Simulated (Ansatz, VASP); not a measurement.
C in VASP and in Ansatz

The input POSCAR:

```
C
1.0
    0.0000000000      2.0587849117      1.3382101926
    2.0587849117      0.0000000000      1.3382101926
    2.0587849117      2.0587849117      0.0000000000
C
2
Direct
    0.5000000000      0.5000000000      0.5000000000
    0.7500000000      0.7500000000      0.7500000000
```

File INCAR.step1:

```
PREC = Accurate ; ENCUT = 520
ISMEAR = 0 ; SIGMA = 0.05
LREAL = False ; LASPH = True
NELM = 60 ; NBANDS = 11
GGA = PE ; ALGO = Normal
EDIFF = 1E-4 ; LWAVE = True
LCHARG = False
```

The input INCAR.step2:

```
PREC = Accurate ; ENCUT = 520
EDIFF = 1E-6 ; ISMEAR = 0
SIGMA = 0.05 ; LREAL = False
LASPH = True ; NELM = 60
ALGO = Normal ; ISIF = 2
LWAVE = False ; LCHARG = False
METAGGA = R2SCAN ; LMIXTAU = True
NBANDS = 11 ; ISTART = 1
```

File KPOINTS:

```
Automatic mesh
0
Gamma
  12 12 12
```

Input for Ansatz:

```yaml
crystal:
  lattice:
    - [0.0, 2.0587849117, 1.3382101926]
    - [2.0587849117, 0.0, 1.3382101926]
    - [2.0587849117, 2.0587849117, 0.0]
  atoms:
    - { symbol: C, position: [0.5, 0.5, 0.5] }
    - { symbol: C, position: [0.75, 0.75, 0.75] }
basis:
  ecutwfc: 500
kpoints:
  mp_grid: { grid: [12, 12, 12] }
hamiltonian:
  xc: r2scan
scf:
  occupations: { method: gaussian, width: 0.05 }
output:
  forces: true
  stress: true
  eigenvalues: true
  write_density: true
  write_potential: true
  elf: true
  volumetric_format: npy
```

Alike in both runs: task single point; functional r2SCAN; k mesh 12 × 12 × 12; occupations gaussian, width 0.05 eV; no spin polarisation.

```csv
,VASP,Ansatz
version,VASP 6.6.1,Ansatz 0.2.0
potentials or method,"VASP PAW PBE potentials, release 64 (C), cutoff 520 eV","scalar-relativistic, plane waves, PAW"
valence electrons in the cell,8,8
```

VASP gave:

| Item | Value |
| --- | --- |
| gap on the k mesh at the Fermi level (eV) | none |
| pressure (GPa) | 0.9 |
| traceless stress, the component that is largest in VASP (GPa) | 135.41 |

What did Ansatz give for the same quantities?

gap on the k mesh at the Fermi level (eV): none; pressure (GPa): 0.0; traceless stress, the component that is largest in VASP (GPa): 135.88.

VASP's potentials were made for PBE, not for r2SCAN. A gap of «none» marks a metal or a gap that the smearing closes. The functional is the same, so the differences come from potentials, cutoffs and numerics.
